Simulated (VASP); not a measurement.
The system is Zn.

```xyz
4
Lattice="3.9313 0.0000 0.0000 0.0000 3.9313 0.0000 0.0000 0.0000 3.9313" Properties=species:S:1:pos:R:3 pbc="T T T"
Zn    0.1179    0.1179    0.1179
Zn    1.8477    3.8134    2.0836
Zn    2.0836    1.8477    3.8134
Zn    3.8134    2.0836    1.8477
```

```yaml
Program: VASP 6.6.1
Task: relaxation of cell and atoms
Functional: PBE
Potentials_or_basis: VASP PAW PBE potentials, release 64 (Zn)
Cutoff: 600 eV
k_mesh: 12 × 12 × 12
Occupations: gaussian, width 0.1 eV
Spin: no spin polarisation
```

At the start: pressure 2.7 GPa; volume 15.19 Å³/atom.

Where does the relaxation end?

Over 12 steps the energy falls by 47.8 meV/atom and the volume is 15.22 Å³/atom (+0.2 %); space group P2_13 (No. 198, to 0.1 Å) before, Fm-3m (No. 225, to 0.1 Å).

Step by step:
```
step  energy change (eV)  largest force (eV/Å)  pressure (GPa)  volume (Å³)
   1              0.0000                0.4534            2.73        60.76
   2             -0.0506                0.3276           -0.01        63.06
   3             -0.0564                0.2696           -1.56        64.40
   4             -0.0879                0.2542           -1.50        63.74
   5             -0.1617                0.1654           -0.48        61.78
   6             -0.1382                0.1808            3.87        57.98
   7             -0.1858                0.0768            0.64        60.41
   8             -0.1872                0.0370            0.91        59.98
   9             -0.1905                0.0162           -0.34        61.29
  10             -0.1913                0.0001           -0.14        60.91
  11             -0.1913                0.0026            0.11        60.82
  12             -0.1913                0.0007            0.10        60.87
```

Final structure:
```xyz
4
Lattice="3.9336 0.0000 0.0000 0.0000 3.9336 0.0000 0.0000 0.0000 3.9336" Properties=species:S:1:pos:R:3 pbc="T T T"
Zn    0.0001    0.0001    0.0001
Zn    1.9668    3.9336    1.9669
Zn    1.9669    1.9668    3.9336
Zn    3.9336    1.9669    1.9668
```

Caveat: the highest band is partly filled, so the run has too few bands.
